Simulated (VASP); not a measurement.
# PbS (Fm-3m) in VASP: notebook, part 2 of 2

VASP 6.6.1.

### Step 4. Single point, PBEsol

This run uses another cell than the first one, of 26.33 Å³/atom, 1.024 times its volume.

The input, INCAR:

```
SYSTEM = PbS
  ALGO = Normal
  EDIFF = 1E-7
  ENCUT = 520
  GGA = PS
  ISIF = 2
  ISMEAR = 0
  LASPH = .True.
  LCHARG = .False.
  LREAL = .False.
  LWAVE = .False.
  NBANDS = 17
  NELM = 80
  PREC = Accurate
  SIGMA = 0.05
```

The input, KPOINTS:

```
k-points
0
Gamma
  10 10 10
  0 0 0
```

The input, POSCAR:

```
PbS
1.0
    0.0000000000      2.9748517449      2.9748517449
    2.9748517449      0.0000000000      2.9748517449
    2.9748517449      2.9748517449      0.0000000000
Pb S
1 1
Direct
    0.5000000000      0.5000000000      0.5000000000
    0.0000000000      0.0000000000      0.0000000000
```

Potentials or basis: VASP PAW PBE potentials, release 64 (Pb_d, S).

The run is started by

```console
cat potpaw_PBE.64/Pb_d/POTCAR potpaw_PBE.64/S/POTCAR > POTCAR
mpirun -np 1 vasp_std > vasp.out
```

OUTCAR:

```text
SYSTEM = PbS
   EDIFF = 1E-7
   ENCUT = 520
   GGA = PS
   ISIF = 2
   ISMEAR = 0
   LASPH = .True.
   LREAL = .False.
   NELM = 80
   PREC = Accurate

 ion  position               nearest neighbor table
   1  0.500  0.500  0.500-   2 2.97   2 2.97   2 2.97   2 2.97   2 2.97   2 2.97
   2  0.000  0.000  0.000-   1 2.97   1 2.97   1 2.97   1 2.97   1 2.97   1 2.97

  LATTYP: Found a face centered cubic cell.
 ALAT       =     5.9497034898

  Lattice vectors:

 A1 = (   0.0000000000,   2.9748517449,   2.9748517449)
 A2 = (   2.9748517449,   0.0000000000,   2.9748517449)
 A3 = (   2.9748517449,   2.9748517449,   0.0000000000)

Analysis of symmetry for initial positions (statically):
=====================================================================
 Subroutine PRICEL returns:
 Original cell was already a primitive cell.

 Routine SETGRP: Setting up the symmetry group for a
 face centered cubic supercell.

 Subroutine GETGRP returns: Found 48 space group operations
 (whereof 48 operations were pure point group operations)
 out of a pool of 48 trial point group operations.

The static configuration has the point symmetry O_h .

Analysis of symmetry for dynamics (positions and initial velocities):
=====================================================================
 Subroutine PRICEL returns:
 Original cell was already a primitive cell.

 Routine SETGRP: Setting up the symmetry group for a
 face centered cubic supercell.

 Subroutine GETGRP returns: Found 48 space group operations
 (whereof 48 operations were pure point group operations)
 out of a pool of 48 trial point group operations.

The dynamic configuration has the point symmetry O_h .

 Subroutine INISYM returns: Found 48 space group operations
 (whereof 48 operations are pure point group operations),
 and found     1 'primitive' translations

----------------------------------------------------------------------------------------

                                     Primitive cell

  volume of cell :      52.6533

  direct lattice vectors                    reciprocal lattice vectors
     0.000000000  2.974851745  2.974851745    -0.168075603  0.168075603  0.168075603
     2.974851745  0.000000000  2.974851745     0.168075603 -0.168075603  0.168075603
     2.974851745  2.974851745  0.000000000     0.168075603  0.168075603 -0.168075603

  length of vectors
     4.207075684  4.207075684  4.207075684     0.291115483  0.291115483  0.291115483

  position of ions in fractional coordinates (direct lattice)
     0.500000000  0.500000000  0.500000000
     0.000000000  0.000000000  0.000000000

  ion indices of the primitive-cell ions
   primitive index   ion index
                 1           1
                 2           2

----------------------------------------------------------------------------------------

 KPOINTS: k-points

Automatic generation of k-mesh.
 Grid dimensions read from file:
 generate k-points for:   10   10   10

 Generating k-lattice:

  Cartesian coordinates                     Fractional coordinates (reciprocal lattice)
    -0.016807560  0.016807560  0.016807560     0.100000000  0.000000000  0.000000000
     0.016807560 -0.016807560  0.016807560     0.000000000  0.100000000  0.000000000
     0.016807560  0.016807560 -0.016807560     0.000000000  0.000000000  0.100000000

  Length of vectors
     0.029111548  0.029111548  0.029111548

  Shift w.r.t. Gamma in fractional coordinates (k-lattice)
     0.000000000  0.000000000  0.000000000

 Subroutine IBZKPT returns following result:
 ===========================================

 Found     47 irreducible k-points:

 Following reciprocal coordinates:
            Coordinates               Weight
  0.000000  0.000000  0.000000      1.000000
  0.100000  0.000000  0.000000      8.000000
  0.200000  0.000000  0.000000      8.000000
  0.300000  0.000000  0.000000      8.000000
  0.400000  0.000000  0.000000      8.000000
  0.500000  0.000000  0.000000      4.000000
[... 16 lines left out ...]
  0.300000  0.300000  0.000000      6.000000
  0.400000  0.300000  0.000000     24.000000
 [... further k-points ...]
   k-points           NKPTS =     47   k-points in BZ     NKDIM =     47   number of bands    NBANDS=     17
   number of dos      NEDOS =    301   number of ions     NIONS =      2
   total plane-waves  NPLWV =  32768
   dimension x,y,z NGX =    32 NGY =   32 NGZ =   32
   dimension x,y,z NGXF=    64 NGYF=   64 NGZF=   64
   ions per type =               1   1
   NGX,Y,Z   is equivalent  to a cutoff of  12.65, 12.65, 12.65 a.u.
   NGXF,Y,Z  is equivalent  to a cutoff of  25.29, 25.29, 25.29 a.u.
 SYSTEM =  PbS
   PREC   = accura    normal or accurate (medium, high low for compatibility)
   ISTART =      0    job   : 0-new  1-cont  2-samecut
   ICHARG =      2    charge: 1-file 2-atom 10-const
   ISPIN  =      1    spin polarized calculation?
   LNONCOLLINEAR =      F non collinear calculations
   LSORBIT =      F    spin-orbit coupling
   LASPH  =      T    aspherical Exc in radial PAW
   ENCUT  =  520.0 eV  38.22 Ry    6.18 a.u.   7.82  7.82  7.82*2*pi/ulx,y,z
   NELM   =     80;   NELMIN=  2; NELMDL= -5     # of ELM steps
   EDIFF  = 0.1E-06   stopping-criterion for ELM
   LREAL  =      F    real-space projection
   EDIFFG = 0.1E-05   stopping-criterion for IOM
   NSW    =      0    number of steps for IOM
   IBRION =     -1    ionic relax: 0-MD 1-quasi-New 2-CG
   NFREE  =      0    steps in history (QN), initial steepest desc. (CG)
   ISIF   =      2    stress and relaxation
   ISYM   =      2    0-nonsym 1-usesym 2-fastsym
   POTIM  = 0.5000    time-step for ionic-motion
   TEBEG  =    0.0;   TEEND  =   0.0 temperature during run
   PSTRESS=    0.0 pullay stress
   NELECT =      20.0000    total number of electrons
   NUPDOWN=      -1.0000    fix difference up-down
   EMIN   =  10.00;   EMAX   =-10.00  energy-range for DOS
   EFERMI =   0.00;   METHOD = LEGACY
   ISMEAR =     0;   SIGMA  =   0.05  broadening in eV -4-tet -1-fermi 0-gaus
   EFERMI_NEDOS =   21; number of points for ismear=-14 and -15
   IALGO  =     38    algorithm
   IMIX   =      4    mixing-type and parameters
     AMIX     =   0.40;   BMIX     =  1.00
     AMIX_MAG =   1.60;   BMIX_MAG =  1.00
  volume/ion in A,a.u.               =      26.33       177.66
  Fermi-wavevector in a.u.,A,eV,Ry     =   1.185613  2.240483 19.125403  1.405677
  Thomas-Fermi vector in A             =   2.321803
   LORBIT       =      0    0 simple, 1 ext, 2 COOP (PROOUT), +10 PAW based schemes
   GGA     = PS    functional components
   LHFCALC =     F    Hartree Fock is set to
   AEXX    =    0.0000 exact exchange contribution
   IVDW    =     0    specifies the selected vdW correction
   LEPSILON=     F    determine dielectric tensor
   LRPA    =     F    only Hartree local field effects (RPA)
 non-spin polarized calculation
 Gauss-broadening in eV      SIGMA  =   0.05
  energy-cutoff  :      520.00
  volume of cell :       52.65
 maximum number of plane-waves:      1430
   NGX = 15   NGY = 15   NGZ = 15

 number of electron      20.0000000 magnetization

 Free energy of the ion-electron system (eV)
  ---------------------------------------------------
  ext. energy  EPLUGINS =         0.00000000
  ---------------------------------------------------
  free energy    TOTEN  =        -9.45181226 eV

  energy without entropy =       -9.45181220  energy(sigma->0) =       -9.45181223

 E-fermi :   5.7016     XC(G=0):  -9.8442

 val. band max:        5.5576347639   @ k =   0.5000   0.0000   0.0000
 cond. band min:       5.8455880503   @ k =   0.5000   0.0000   0.0000
 fundamental gap:      0.2879532864
 Fermi energy:         5.7016100058

 k-point     1 :       0.0000    0.0000    0.0000
  band No.  band energies     occupation
      1     -11.1602      2.00000
      2     -11.1602      2.00000
      3     -11.1602      2.00000
      4     -11.1466      2.00000
      5     -11.1466      2.00000
      6      -7.9522      2.00000
[... 9 lines left out ...]
     16      12.2349      0.00000
     17      14.0387      0.00000

 k-point     2 :       0.1000    0.0000    0.0000
  band No.  band energies     occupation
      1     -11.1597      2.00000
      2     -11.1580      2.00000
      3     -11.1580      2.00000
      4     -11.1473      2.00000
      5     -11.1473      2.00000
      6      -7.8665      2.00000
[... 9 lines left out ...]
     16      12.4869      0.00000
     17      14.8966      0.00000
[... 421 lines left out ...]
 k-point    24 :       0.4000    0.3000    0.0000
  band No.  band energies     occupation
      1     -11.2497      2.00000
      2     -11.1768      2.00000
      3     -11.1322      2.00000
      4     -11.1149      2.00000
      5     -11.1105      2.00000
      6      -6.7036      2.00000
[... 9 lines left out ...]
     16      16.4789      0.00000
     17      17.1914      0.00000

 [... further k-points ...]
[... 5 lines left out ...]
  --------------------------------------------------------------------------------------
  -------------------------------------------------------------------------------------
  Total       -0.4567031     -0.4567031     -0.4567031      0.0000000      0.0000000      0.0000000
  in kB      -13.8969191    -13.8969191    -13.8969191      0.0000000      0.0000000      0.0000000
  external PRESSURE =     -13.8969191 kB  Pullay stress =       0.0000000 kB

 VOLUME and BASIS-vectors are now :
 -----------------------------------------------------------------------------
  energy-cutoff  :      520.00
  volume of cell :       52.65
      direct lattice vectors                 reciprocal lattice vectors
     0.000000000  2.974851745  2.974851745    -0.168075603  0.168075603  0.168075603
     2.974851745  0.000000000  2.974851745     0.168075603 -0.168075603  0.168075603
     2.974851745  2.974851745  0.000000000     0.168075603  0.168075603 -0.168075603

 POSITION                                       TOTAL-FORCE (eV/Angst)
 -----------------------------------------------------------------------------------
      2.97485      2.97485      2.97485         0.000000     -0.000000      0.000000
      0.00000      0.00000      0.00000        -0.000000      0.000000     -0.000000
 -----------------------------------------------------------------------------------
    total drift:                                0.000000     -0.000000      0.000000

  FREE ENERGIE OF THE ION-ELECTRON SYSTEM (eV)
  ---------------------------------------------------
  free  energy   TOTEN  =        -9.4518122561 eV

  energy  without entropy=       -9.4518121995  energy(sigma->0) =       -9.45181223
```

stdout:

```text
POSCAR found type information on POSCAR PbS
 POSCAR found :  2 types and       2 ions
 scaLAPACK will be used
 -----------------------------------------------------------------------------
|                                                                             |
|                                                                             |
|     You enforced a specific xc type in the INCAR file but a different       |
|     I HOPE YOU KNOW WHAT YOU ARE DOING!                                     |
|                                                                             |
 -----------------------------------------------------------------------------

 LDA part: xc-table for (Slater+PW92), standard interpolation
 POSCAR, INCAR and KPOINTS ok, starting setup
 FFT: planning ... GRIDC
 FFT: planning ... GRID_SOFT
 FFT: planning ... GRID
 WAVECAR not read
 entering main loop
```

It took 17 s on 1 thread of Intel Xeon 6975P-C (Granite Rapids), shared host; peak memory 0.19 GiB.

Results:

| Item | Value |
| --- | --- |
| Free energy | -9.4518 eV |
| Pressure | -1.4 GPa |
| Band gap on the k mesh | 0.29 eV, direct |

Levels at points of the mesh, in eV from the valence-band top:
| k point | band 8 | band 9 | band 10 | band 11 | band 12 | band 13 |
| --- | --- | --- | --- | --- | --- | --- |
| (0.00, 0.00, 0.00) | -2.11 | -2.11 | -2.11 | 5.14 | 5.14 | 5.14 |
| (0.50, 0.00, 0.00) | -1.73 | -1.73 | 0.00 | 0.29 | 1.92 | 1.92 |
| (0.50, 0.50, 0.00) | -5.17 | -3.39 | -3.39 | 3.77 | 5.50 | 5.62 |

Caveat: the PAW data sets were made with another functional, which shifts forces and pressure a little; spin-orbit coupling is left out, which moves the levels of the heavy elements.
